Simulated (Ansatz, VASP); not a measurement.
## BaF2: VASP beside Ansatz

File INCAR:

```
PREC = Accurate
ENCUT = 600
EDIFF = 1E-6
ISMEAR = 0
SIGMA = 0.05
LREAL = False
LASPH = True
NELM = 120
ALGO = Normal
ISIF = 2
LWAVE = False
LCHARG = False
GGA = PE
NBANDS = 19
GGA_COMPAT = False
```

Contents of KPOINTS:

```
Automatic mesh
0
Gamma
  6 6 6
```

File POSCAR:

```
BaF2
1.0
    0.0000000000      3.1000500000      3.1000500000
    3.1000500000      0.0000000000      3.1000500000
    3.1000500000      3.1000500000      0.0000000000
Ba F
1 2
Direct
    0.0000000000      0.0000000000      0.0000000000
    0.2500000000      0.2500000000      0.2500000000
    0.7500000000      0.7500000000      0.7500000000
```

Input for Ansatz:

```yaml
crystal:
  lattice:
    - [0.0, 3.10005, 3.10005]
    - [3.10005, 0.0, 3.10005]
    - [3.10005, 3.10005, 0.0]
  atoms:
    - { symbol: Ba, position: [0.0, 0.0, 0.0] }
    - { symbol: F, position: [0.25, 0.25, 0.25] }
    - { symbol: F, position: [0.75, 0.75, 0.75] }
basis:
  ecutwfc: 420
kpoints:
  mp_grid: { grid: [6, 6, 6] }
hamiltonian:
  xc: pbe
scf:
  occupations: { method: gaussian, width: 0.05 }
output:
  forces: true
  stress: true
  eigenvalues: true
```

Alike in both runs: task single point; functional PBE; k mesh 6 × 6 × 6; occupations gaussian, width 0.05 eV; no spin polarisation.

|  | VASP | Ansatz |
| --- | --- | --- |
| version | VASP 6.6.1 | Ansatz 0.2.0 |
| potentials or method | VASP PAW PBE potentials, release 64 (Ba_sv, F), cutoff 600 eV | scalar-relativistic, plane waves, PAW |
| valence electrons in the cell | 24 | 24 |

```tsv
	VASP	Ansatz	Ansatz less VASP
gap on the k mesh at the Fermi level (eV)	6.78	6.85	+0.074
least direct gap on the mesh (eV)	6.84	6.93	+0.084
pressure (GPa)	2.3	1.3	-1.01
```

The functional is the same, so the differences come from potentials, cutoffs and numerics.

Neither program's run includes spin-orbit coupling.
